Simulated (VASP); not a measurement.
# BaTl (Fm-3m) in VASP: a series of runs

Runs on BaTl. Level: PBE. Tasks: single point, relaxation of cell and atoms.

Program: VASP 6.6.1. These are calculated values, not measurements. Logs are shortened: lines on timing, memory, paths and dates and some standing lists are left out, and cuts for length are marked.

## Step 1: The cell of the first run

It takes space group Fm-3m (No. 225, cubic). The conventional cell has a = 7.260 Å, b = 7.260 Å, c = 7.260 Å, α = 90.00°, β = 90.00°, γ = 90.00°. Ba (site symmetry m-3m) has 6 Tl at 3.63 Å within 4.8 Å. Within 4.8 Å of Tl (site symmetry m-3m) lie 6 Ba at 3.63 Å.

## Step 2: Single point, PBE

Input file INCAR:

```
ALGO = Normal ; EDIFF = 1E-6
ENCUT = 520 ; GGA = PE
ISIF = 2 ; ISMEAR = 0
LASPH = T ; LCHARG = F
LREAL = F ; LWAVE = F
NBANDS = 18 ; NELM = 100
PREC = Accurate ; SIGMA = 0.1
```

Input file KPOINTS:

```
k-points
0
Gamma
  14 14 14
```

Input file POSCAR:

```
BaTl
1.0
    0.0000000000      3.6297804326      3.6297804326
    3.6297804326      0.0000000000      3.6297804326
    3.6297804326      3.6297804326      0.0000000000
Ba Tl
1 1
Direct
    0.5000000000      0.5000000000      0.5000000000
    0.0000000000      0.0000000000      0.0000000000
```

Potentials or basis: VASP PAW PBE potentials, release 64 (Ba_sv, Tl_d).

Command:

```sh
$ cat potpaw_PBE.64/Ba_sv/POTCAR potpaw_PBE.64/Tl_d/POTCAR > POTCAR
$ mpirun -np 1 vasp_std > vasp.out
```

OUTCAR:

```text
EDIFF = 1E-6
   ENCUT = 520
   GGA = PE
   ISIF = 2
   ISMEAR = 0
   LASPH = T
   LREAL = F
   NELM = 100
   PREC = Accurate

 ion  position               nearest neighbor table
   1  0.500  0.500  0.500-   2 3.63   2 3.63   2 3.63   2 3.63   2 3.63   2 3.63
   2  0.000  0.000  0.000-   1 3.63   1 3.63   1 3.63   1 3.63   1 3.63   1 3.63

  LATTYP: Found a face centered cubic cell.
 ALAT       =     7.2595608652

  Lattice vectors:

 A1 = (   0.0000000000,   3.6297804326,   3.6297804326)
 A2 = (   3.6297804326,   0.0000000000,   3.6297804326)
 A3 = (   3.6297804326,   3.6297804326,   0.0000000000)

Analysis of symmetry for initial positions (statically):
=====================================================================
 Subroutine PRICEL returns:
 Original cell was already a primitive cell.

 Routine SETGRP: Setting up the symmetry group for a
 face centered cubic supercell.

 Subroutine GETGRP returns: Found 48 space group operations
 (whereof 48 operations were pure point group operations)
 out of a pool of 48 trial point group operations.

The static configuration has the point symmetry O_h .

Analysis of symmetry for dynamics (positions and initial velocities):
=====================================================================
 Subroutine PRICEL returns:
 Original cell was already a primitive cell.

 Routine SETGRP: Setting up the symmetry group for a
 face centered cubic supercell.

 Subroutine GETGRP returns: Found 48 space group operations
 (whereof 48 operations were pure point group operations)
 out of a pool of 48 trial point group operations.

The dynamic configuration has the point symmetry O_h .

 Subroutine INISYM returns: Found 48 space group operations
 (whereof 48 operations are pure point group operations),
 and found     1 'primitive' translations

----------------------------------------------------------------------------------------

                                     Primitive cell

  volume of cell :      95.6469

  direct lattice vectors                    reciprocal lattice vectors
     0.000000000  3.629780433  3.629780433    -0.137749379  0.137749379  0.137749379
     3.629780433  0.000000000  3.629780433     0.137749379 -0.137749379  0.137749379
     3.629780433  3.629780433  0.000000000     0.137749379  0.137749379 -0.137749379

  length of vectors
[... 71 lines left out ...]
   NGXF,Y,Z  is equivalent  to a cutoff of  25.91, 25.91, 25.91 a.u.
 SYSTEM =  unknown system
   PREC   = accura    normal or accurate (medium, high low for compatibility)
   ISTART =      0    job   : 0-new  1-cont  2-samecut
   ICHARG =      2    charge: 1-file 2-atom 10-const
   ISPIN  =      1    spin polarized calculation?
   LNONCOLLINEAR =      F non collinear calculations
   LSORBIT =      F    spin-orbit coupling
   LASPH  =      T    aspherical Exc in radial PAW
   ENCUT  =  520.0 eV  38.22 Ry    6.18 a.u.   9.54  9.54  9.54*2*pi/ulx,y,z
   NELM   =    100;   NELMIN=  2; NELMDL= -5     # of ELM steps
   EDIFF  = 0.1E-05   stopping-criterion for ELM
   LREAL  =      F    real-space projection
[... 7 lines left out ...]
   TEBEG  =    0.0;   TEEND  =   0.0 temperature during run
   PSTRESS=    0.0 pullay stress
   NELECT =      23.0000    total number of electrons
   NUPDOWN=      -1.0000    fix difference up-down
   EMIN   =  10.00;   EMAX   =-10.00  energy-range for DOS
   EFERMI =   0.00;   METHOD = LEGACY
   ISMEAR =     0;   SIGMA  =   0.10  broadening in eV -4-tet -1-fermi 0-gaus
   EFERMI_NEDOS =   21; number of points for ismear=-14 and -15
   IALGO  =     38    algorithm
   IMIX   =      4    mixing-type and parameters
     AMIX     =   0.40;   BMIX     =  1.00
     AMIX_MAG =   1.60;   BMIX_MAG =  1.00
  volume/ion in A,a.u.               =      47.82       322.73
  Fermi-wavevector in a.u.,A,eV,Ry     =   1.018030  1.923797 14.100865  1.036384
  Thomas-Fermi vector in A             =   2.151464
   LORBIT       =      0    0 simple, 1 ext, 2 COOP (PROOUT), +10 PAW based schemes
   GGA     = PE    functional components
   LHFCALC =     F    Hartree Fock is set to
   AEXX    =    0.0000 exact exchange contribution
   IVDW    =     0    specifies the selected vdW correction
   LEPSILON=     F    determine dielectric tensor
   LRPA    =     F    only Hartree local field effects (RPA)
 non-spin polarized calculation
 Gauss-broadening in eV      SIGMA  =   0.10
  energy-cutoff  :      520.00
  volume of cell :       95.65
 maximum number of plane-waves:      2637
 NGX is ok and might be reduce to    40
   NGX = 19   NGY = 19   NGZ = 19

 number of electron      22.9999999 magnetization

 Free energy of the ion-electron system (eV)
  ---------------------------------------------------
  ext. energy  EPLUGINS =         0.00000000
  ---------------------------------------------------
  free energy    TOTEN  =        -4.36343992 eV

  energy without entropy =       -4.34375568  energy(sigma->0) =       -4.35359780

 E-fermi :   2.6570     XC(G=0):  -8.0855

 val. band max:        2.6524389520   @ k =   0.5000   0.0714   0.0000
 cond. band min:       2.6627991638   @ k =   0.4286   0.0000   0.0000
 fundamental gap:      0.0103602117
 Fermi energy:         2.6569726425

 k-point     1 :       0.0000    0.0000    0.0000
  band No.  band energies     occupation
      1     -25.8754      2.00000
      2     -11.0220      2.00000
      3     -11.0220      2.00000
      4     -11.0220      2.00000
      5      -9.0585      2.00000
      6      -9.0585      2.00000
[... 481 lines left out ...]
      5      -9.0365      2.00000
      6      -8.9996      2.00000
[... 10 lines left out ...]
     17       6.9648      0.00000
     18       7.1157      0.00000

 [... further k-points ...]

------------------------ aborting loop because EDIFF is reached ----------------------------------------

  FORCE on cell =-STRESS in cart. coord.  units (eV):
  Direction    XX          YY          ZZ          XY          YZ          ZX
  --------------------------------------------------------------------------------------
  -------------------------------------------------------------------------------------
  Total        0.0371385      0.0371385      0.0371385     -0.0000000     -0.0000000     -0.0000000
  in kB        0.6221054      0.6221054      0.6221054     -0.0000000     -0.0000000     -0.0000000
  external PRESSURE =       0.6221054 kB  Pullay stress =       0.0000000 kB

 VOLUME and BASIS-vectors are now :
 -----------------------------------------------------------------------------
  energy-cutoff  :      520.00
  volume of cell :       95.65
      direct lattice vectors                 reciprocal lattice vectors
     0.000000000  3.629780433  3.629780433    -0.137749379  0.137749379  0.137749379
     3.629780433  0.000000000  3.629780433     0.137749379 -0.137749379  0.137749379
     3.629780433  3.629780433  0.000000000     0.137749379  0.137749379 -0.137749379

 POSITION                                       TOTAL-FORCE (eV/Angst)
 -----------------------------------------------------------------------------------
      3.62978      3.62978      3.62978         0.000000      0.000000      0.000000
      0.00000      0.00000      0.00000         0.000000      0.000000      0.000000
 -----------------------------------------------------------------------------------
    total drift:                                0.000000     -0.000000     -0.000000

  FREE ENERGIE OF THE ION-ELECTRON SYSTEM (eV)
  ---------------------------------------------------
  free  energy   TOTEN  =        -4.3634399160 eV

  energy  without entropy=       -4.3437556846  energy(sigma->0) =       -4.35359780
```

OSZICAR:

```text
N       E                     dE             d eps       ncg     rms          rms(c)
DAV:   1     0.131783925219E+03    0.13178E+03   -0.10396E+04  3752   0.106E+03
DAV:   2     0.174179777024E+01   -0.13004E+03   -0.12794E+03  4570   0.232E+02
DAV:   3    -0.426727296585E+01   -0.60091E+01   -0.59555E+01  5186   0.440E+01
DAV:   4    -0.440186229676E+01   -0.13459E+00   -0.13441E+00  5110   0.524E+00
DAV:   5    -0.440416433469E+01   -0.23020E-02   -0.23015E-02  4970   0.529E-01    0.238E+00
DAV:   6    -0.436467115367E+01    0.39493E-01   -0.11219E-01  4122   0.210E+00    0.132E+00
DAV:   7    -0.436282284965E+01    0.18483E-02   -0.32741E-02  4198   0.130E+00    0.530E-01
DAV:   8    -0.436339967449E+01   -0.57682E-03   -0.52148E-03  4048   0.598E-01    0.545E-02
DAV:   9    -0.436341189994E+01   -0.12225E-04   -0.18480E-04  4912   0.908E-02    0.216E-02
DAV:  10    -0.436343763715E+01   -0.25737E-04   -0.45420E-05  4820   0.478E-02    0.554E-03
DAV:  11    -0.436343988440E+01   -0.22472E-05   -0.39622E-06  4362   0.137E-02    0.276E-03
DAV:  12    -0.436343991599E+01   -0.31589E-07   -0.33423E-07  2264   0.338E-03
   1 F= -.43634399E+01 E0= -.43535978E+01  d E =-.196842E-01
```

stdout:

```text
POSCAR found type information on POSCAR BaTl
 POSCAR found :  2 types and       2 ions
 scaLAPACK will be used
 LDA part: xc-table for (Slater+PW92), standard interpolation
 POSCAR, INCAR and KPOINTS ok, starting setup
 FFT: planning ... GRIDC
 FFT: planning ... GRID_SOFT
 FFT: planning ... GRID
 WAVECAR not read
 entering main loop
```

Run time: 64 s. Hardware: 1 thread of AMD EPYC 9R45 (Zen 5), shared host; peak memory 0.34 GiB.

Results:

* Free energy: -4.3634 eV
* Pressure: 0.1 GPa

Caveat: spin-orbit coupling is left out, which moves the levels of the heavy elements.

## Step 3: Relaxation of cell and atoms, PBE

This run uses another cell than the first one, of 48.24 Å³/atom, 1.009 times its volume.

Input file INCAR:

```
SYSTEM = BaTl
PREC = Accurate
ENCUT = 600
EDIFF = 1E-6
ISMEAR = 0
SIGMA = 0.1
LREAL = .FALSE.
LASPH = .TRUE.
NELM = 100
ALGO = Normal
ISIF = 3
LWAVE = .FALSE.
LCHARG = .FALSE.
GGA = PE
IBRION = 2
NSW = 100
EDIFFG = -0.01
```

Input file KPOINTS:

```
regular mesh
0
G
  14 14 14
  0 0 0
```

Input file POSCAR:

```
BaTl
1.0
    0.0000000000      3.6403792796      3.6403792796
    3.6403792796      0.0000000000      3.6403792796
    3.6403792796      3.6403792796      0.0000000000
Ba Tl
1 1
Direct
    0.5000000000      0.5000000000      0.5000000000
    0.0000000000      0.0000000000      0.0000000000
```

Potentials or basis: VASP PAW PBE potentials, release 64 (Ba_sv, Tl_d).

Command:

```sh
$ cat potpaw_PBE.64/Ba_sv/POTCAR potpaw_PBE.64/Tl_d/POTCAR > POTCAR
$ mpirun -np 1 vasp_std > vasp.out
```

It took 1.9 min on 1 thread of AMD EPYC 9R45 (Zen 5), shared host; peak memory 0.39 GiB.

The run converged. Its results:

```yaml
Free_energy: -4.3638 eV
Relaxed_volume: 48.10 Å³/atom
Relaxed_cell: a = 5.143 Å, b = 5.143 Å, c = 5.143 Å, α = 60.00°, β = 60.00°, γ = 60.00°
Space_group_after_relaxing_to_0.05_Å: Fm-3m (No. 225)
Energy_gained_by_relaxing: 0.0 meV/atom
Ionic_steps: 2
Pressure_after_relaxing: 0.0 GPa
```

Final structure:
```
Ba Tl
1.0
     0.00000    3.63671    3.63671
     3.63671    0.00000    3.63671
     3.63671    3.63671    0.00000
Ba Tl
1 1
Direct
  0.50000 0.50000 0.50000
  0.00000 0.00000 0.00000
```

Levels at points of the mesh, in eV from the Fermi level:
```
           k point  band 9  band 10  band 11  band 12  band 13  band 14
(0.00, 0.00, 0.00)  -11.66    -6.91     1.91     1.91     1.91     2.22
(0.50, 0.00, 0.00)  -11.61    -5.95    -1.85    -0.04    -0.04     3.33
(0.50, 0.50, 0.00)  -11.63    -6.34    -0.52     0.61     1.16     1.16
```

Caveat: spin-orbit coupling is left out, which moves the levels of the heavy elements.

[end of part 1 of 2]
